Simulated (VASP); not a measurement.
Zn, 2 atoms in the cell. The structure is hexagonal, space group P6_3/mmc (No. 194). Conventional cell: a = 2.665 Å, b = 2.665 Å, c = 4.947 Å, α = 90.00°, β = 90.00°, γ = 120.00°. Zn (site symmetry -6m2) has 12 Zn at 2.66 to 2.91 Å within 3.5 Å. 

```yaml
Program: VASP 6.6.1
Task: relaxation of cell and atoms
Functional: PBE
Potentials_or_basis: VASP PAW PBE potentials, release 64 (Zn)
Cutoff: 500 eV
k_mesh: 13 × 13 × 7
Occupations: fermi-dirac, width 0.1 eV
Spin: no spin polarisation
Dipole_correction: no
Further_INCAR_settings: ALGO = Normal; EDIFF = 1e-07; IBRION = 2; EDIFFG = -0.01; NSW = 80; ISIF = 3
```

Potentials or basis: VASP PAW PBE potentials, release 64 (Zn).

The run is started by

```bash
$ cat potpaw_PBE.64/Zn/POTCAR > POTCAR
$ mpirun -np 1 vasp_std > vasp.out
```

Hardware: 1 thread of Intel Xeon 8259CL, with other jobs on the host.

**Question.** Estimate the wall time of this run.

**Answer.** Wall time 3.1 min on 1 thread of Intel Xeon 8259CL, on a shared host, peak memory 0.16 GiB. Counts: scf iterations 44, k points 84, ion steps 6.
